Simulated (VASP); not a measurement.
A run of VASP 6.6.1 is set up as follows.

Contents of POSCAR:

```
KBr
1.0
    0.0000000000      3.2431125000      3.3418875000
    3.2431125000      0.0000000000      3.3418875000
    3.2431125000      3.2431125000      0.0000000000
K Br
1 1
Direct
    0.0000000000      0.0000000000      0.0000000000
    0.5000000000      0.5000000000      0.5000000000
```

File INCAR.step1:

```
PREC = Accurate ; ENCUT = 520
ISMEAR = 0 ; SIGMA = 0.05
LREAL = False ; LASPH = True
NELM = 80 ; NBANDS = 15
GGA = PE ; ALGO = Normal
EDIFF = 1E-4 ; LWAVE = True
LCHARG = False
```

Contents of INCAR.step2:

```
PREC = Accurate ; ENCUT = 520
EDIFF = 1E-7 ; ISMEAR = 0
SIGMA = 0.05 ; LREAL = False
LASPH = True ; NELM = 80
ALGO = Normal ; ISIF = 2
LWAVE = False ; LCHARG = False
METAGGA = R2SCAN ; LMIXTAU = True
NBANDS = 15 ; ISTART = 1
```

Contents of KPOINTS:

```
regular mesh
0
Gamma
  6 6 6
```

Potentials or basis: VASP PAW PBE potentials, release 64 (K_sv, Br).

Command:

```console
$ cat potpaw_PBE.64/K_sv/POTCAR potpaw_PBE.64/Br/POTCAR > POTCAR
$ cp INCAR.step1 INCAR
$ mpirun -np 1 vasp_std > vasp.out
$ cp INCAR.step2 INCAR
$ mpirun -np 1 vasp_std > vasp.out
```

Task: Estimate the band gap on the k mesh.

Result: 5.13 eV.

Task: Predict the pressure.

Result: 0.5 GPa.

Stress tensor (GPa, compression positive):
```
 0.87  0.00  0.00
 0.00  0.87  0.00
 0.00  0.00 -0.25
```

Caveat: the cell differs from its parent crystal (strain -0.015 along x and y, +0.015 along z); the PAW data sets were made with another functional, which shifts forces and pressure a little.
